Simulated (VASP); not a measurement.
Runs of VASP 6.6.1 on Si. The structure is that of space group Imma (No. 74), or close to it. The cells are those of the table. 

```csv
task,cell,gap on the mesh (eV),pressure (GPa),largest force (eV/Å)
single point,"a = 3.436 Å, angles 100.2, 95.0, 137.4°, 2 atoms",none,22.4,0.05
electric field gradients,"a = 3.493, b = 3.492, c = 3.506 Å, angles 99.9, 94.8, 137.2°, 2 atoms",none,11.0,0.04
electric field gradients,"a = 3.565 Å, angles 100.2, 95.0, 137.4°, 2 atoms",none,3.7,0.05
single point,"a = 3.494 Å, angles 99.8, 94.6, 138.5°, 2 atoms",none,(a),0.02
single point,"a = 3.519 Å, angles 100.2, 95.0, 137.4°, 2 atoms",none,9.4,0.02
single point,"a = 3.498 Å, angles 99.9, 94.8, 138.1°, 2 atoms",none,(b),0.01
electric field gradients,"a = 3.448 Å, angles 100.2, 95.0, 137.4°, 2 atoms",none,20.3,0.03
electric field gradients,"a = 3.522, b = 3.523, c = 3.509 Å, angles 100.4, 95.3, 137.6°, 2 atoms",none,11.0,0.03
```

Alike in all rows: level LDA; potentials or basis VASP PAW LDA potentials, release 64 (Si); no spin polarisation; k mesh 16 × 16 × 16; cutoff (eV) 520; smearing fermi-dirac 0.05 eV.

Question: Fill in the values left out.

Answer: (a) 16.1; (b) 14.3.

Caveats: the cell stands under pressure.

A gap of «none» marks levels without a gap at the run's occupations.
